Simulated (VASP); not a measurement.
Runs of VASP 6.6.1 on LaLuN2. It takes space group P4/mmm (No. 123, tetragonal). The conventional cell has a = 3.576 Å, b = 3.576 Å, c = 5.054 Å, α = 90.00°, β = 90.00°, γ = 90.00°. Within 3.3 Å of La (site symmetry 4/mmm) lie 6 N at 2.53 Å. N (site symmetry 4/mmm) has 2 La at 2.53 Å and 4 Lu at 2.53 Å within 3.3 Å. N (site symmetry 4/mmm) has 2 Lu at 2.53 Å and 4 La at 2.53 Å within 3.3 Å. Within 3.3 Å of Lu (site symmetry 4/mmm) lie 6 N at 2.53 Å. 

| level | spin | k mesh | cutoff (eV) | gap on the mesh (eV) | pressure (GPa) |
| --- | --- | --- | --- | --- | --- |
| PBE | non-collinear, zero start, SOC | 6 × 6 × 4 | 600 | - | 1.1 |
| LDA | off | 6 × 6 × 4 | 600 | none | -6.9 |
| r2SCAN | off | 8 × 8 × 6 | 660 | none | 0.3 |
| PBE | off | 8 × 8 × 6 | 600 | none | (a) |

Alike in all rows: task single point; potentials or basis VASP PAW PBE potentials, release 64 (La, N, Lu); cell as given; smearing fermi-dirac 0.02 eV.

Q: Estimate the missing entries.

A: (a) 1.3.

Caveats: semilocal functionals underestimate gaps, and a narrow one can read as zero (at least some runs); spin-orbit coupling is left out, which moves the levels of the heavy elements (at least some runs); the PAW data sets were made with another functional, which shifts forces and pressure a little (at least some runs); the cell stands under tension (at least some runs).

A k mesh can miss the band edges, and rows without SOC leave out spin-orbit coupling on La, Lu.

A gap of «none» marks levels without a gap at the run's occupations.
